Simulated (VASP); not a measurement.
Gd:

```
Gd
1.0
     3.56178    0.00000    0.00000
    -1.78089    3.08459    0.00000
     0.00000    0.00000    5.66455
Gd
2
Cartesian
  1.7809 1.0282 4.2484
  0.0000 2.0564 1.4161
```

Base run:

| Quantity | Value |
| --- | --- |
| Program | VASP 6.6.1 |
| Functional | PBEsol |
| Potentials or basis | VASP PAW PBE potentials, release 64 (Gd) |
| Cutoff | 520 eV |
| k mesh | 8 × 8 × 5 |
| Occupations | fermi-dirac, width 0.05 eV |
| Spin | collinear spin, ferromagnetic start |
| Starting moments | [7.0, 7.0] μB |

Its results: pressure 0.4 GPa; net moment 15.15 μB per cell; site moments Gd +6.99 μB.

Task: The run is repeated on the same cell with these changes: functional from PBEsol to r2SCAN; further incar settings from ALGO = Normal; EDIFF = 1e-07; NBANDS = 29 to ALGO = Normal; EDIFF = 1e-06; NBANDS = 29. What comes out?

Result: Pressure 3.6 GPa; net moment 15.85 μB per cell; site moments Gd +7.09 μB.

Caveats: the PAW data sets were made with another functional, which shifts forces and pressure a little; the cell stands under pressure (at least some runs).
